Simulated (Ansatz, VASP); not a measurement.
AgI in VASP and in Ansatz

```
Ag I
1.0
     0.00000    3.25541    3.25541
     3.25541    0.00000    3.25541
     3.25541    3.25541    0.00000
Ag I
1 1
Cartesian
  0.0000 0.0000 0.0000
  1.6277 1.6277 1.6277
```

Alike in both runs: task single point; functional r2SCAN; k mesh 6 × 6 × 6; no spin polarisation.

|  | VASP | Ansatz |
| --- | --- | --- |
| version | VASP 6.6.1 | Ansatz 0.2.0 |
| potentials or method | VASP PAW PBE potentials, release 64 (Ag, I) | plane waves, PAW |
| plane-wave cutoff (eV) | 550 | 500 |
| occupations | gaussian, width 0.01 eV | fixed |
| valence electrons in the cell | 18 | 36 |

```tsv
	VASP	Ansatz	Ansatz less VASP
gap on the k mesh at the Fermi level (eV)	1.79	1.82	+0.031
pressure (GPa)	0.8	1.0	+0.12
```

VASP's potentials were made for PBE, not for r2SCAN. VASP's potentials hold 18 valence electrons a cell and Ansatz's 36, so a difference there can come from the potentials and not from the codes.

Neither program's run includes spin-orbit coupling.
